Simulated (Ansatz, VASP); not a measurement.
SnO2 in VASP and in Ansatz

Contents of INCAR:

```
SYSTEM = SnO2
  PREC = Accurate
  ENCUT = 520
  EDIFF = 1E-7
  ISMEAR = 0
  SIGMA = 0.05
  LREAL = .FALSE.
  LASPH = .TRUE.
  NELM = 60
  ALGO = Normal
  ISIF = 2
  LWAVE = .FALSE.
  LCHARG = .FALSE.
  GGA = PE
  IVDW = 12
  NBANDS = 35
```

File KPOINTS:

```
Automatic mesh
0
G
  8 6 6
  0 0 0
```

Contents of POSCAR:

```
SnO2
1.0
    1.6186264610     -2.8035432689      0.0000000000
    1.6186264610      0.9345144230      4.2918257460
   -4.8558793830     -2.8035432689      0.0000000000
Sn O
2 4
Direct
    0.5084021856      0.5000000000      0.0000000000
   -0.0084021856      0.5000000000      0.5000000000
    0.4960150187      0.7308000579      0.7436000193
    1.0039849813      0.7308000579      0.2436000193
    0.4960150187      0.2691999421      0.2563999807
    1.0039849813      0.2691999421      0.7563999807
```

Input for Ansatz:

```yaml
crystal:
  lattice:
    - [1.618626461, -2.8035432689, 0.0]
    - [1.618626461, 0.934514423, 4.291825746]
    - [-4.855879383, -2.8035432689, 0.0]
  atoms:
    - { symbol: Sn, position: [0.5084021856, 0.5, 0.0] }
    - { symbol: Sn, position: [-0.0084021856, 0.5, 0.5] }
    - { symbol: O, position: [0.4960150187, 0.7308000579, 0.7436000193] }
    - { symbol: O, position: [1.0039849813, 0.7308000579, 0.2436000193] }
    - { symbol: O, position: [0.4960150187, 0.2691999421, 0.2563999807] }
    - { symbol: O, position: [1.0039849813, 0.2691999421, 0.7563999807] }
basis:
  ecutwfc: 520.0
kpoints:
  mp_grid: { grid: [8, 6, 6] }
hamiltonian:
  xc: pbe
  pseudopotentials: { kind: paw, azcp: { folder: soft_1 } }
  dispersion: d3bj
scf:
  occupations: { method: gaussian, width: 0.05 }
output:
  forces: true
  stress: true
  eigenvalues: true
```

Change from the starting cell: mode 4 frozen in at -0.000 Å and mode 5 at -0.027 Å (largest displacements).

Alike in both runs: task single point; functional PBE; dispersion D3(BJ); k mesh 8 × 6 × 6; occupations gaussian, width 0.05 eV; no spin polarisation.

|  | VASP | Ansatz |
| --- | --- | --- |
| version | VASP 6.6.1 | Ansatz 0.2.0 |
| potentials or method | VASP PAW PBE potentials, release 64 (Sn_d, O), cutoff 520 eV | scalar-relativistic, plane waves, PAW |
| valence electrons in the cell | 52 | 52 |

|  | VASP | Ansatz | Ansatz less VASP |
| --- | --- | --- | --- |
| gap on the k mesh at the Fermi level (eV) | 1.55 | 1.57 | +0.020 |
| least direct gap on the mesh (eV) | 1.55 | 1.57 | +0.020 |
| pressure (GPa) | 0.7 | 0.0 | -0.68 |
| traceless stress, the component that is largest in VASP (GPa) | -0.45 | 0.00 | +0.451 |
| rms of the force components (eV/Å) | 0.109 | 0.104 | -0.0053 |

Atom by atom the forces differ by 0.027 eV/Å (rms over components).
